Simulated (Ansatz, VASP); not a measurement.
InGa2N3 in VASP and in Ansatz

```
In Ga N
1.0
     4.95301   -2.85687    0.00000
     4.95301    2.85687    0.00000
     0.00000    0.00000    5.33559
In Ga N
2 4 6
Direct
  0.32522 0.67478 0.98975
  0.67478 0.32522 0.48975
  0.00699 0.33388 0.99264
  0.66612 0.99301 0.99264
  0.99301 0.66612 0.49264
  0.33388 0.00699 0.49264
  0.02648 0.33364 0.35895
  0.66636 0.97352 0.35895
  0.97352 0.66636 0.85895
  0.33364 0.02648 0.85895
  0.30788 0.69212 0.39507
  0.69212 0.30788 0.89507
```

Alike in both runs: task single point; functional PBEsol; k mesh 6 × 6 × 6; occupations gaussian, width 0.02 eV; no spin polarisation.

```csv
,VASP,Ansatz
version,VASP 6.6.1,Ansatz 0.2.0
potentials or method,"VASP PAW PBE potentials, release 64 (In_d, Ga_d, N), cutoff 520 eV","scalar-relativistic, plane waves, PAW"
valence electrons in the cell,108,108
```

```tsv
	VASP	Ansatz	Ansatz less VASP
gap on the k mesh at the Fermi level (eV)	1.00	1.00	-0.008
least direct gap on the mesh (eV)	1.00	1.00	-0.008
```

VASP's potentials were made for PBE, not for PBEsol.
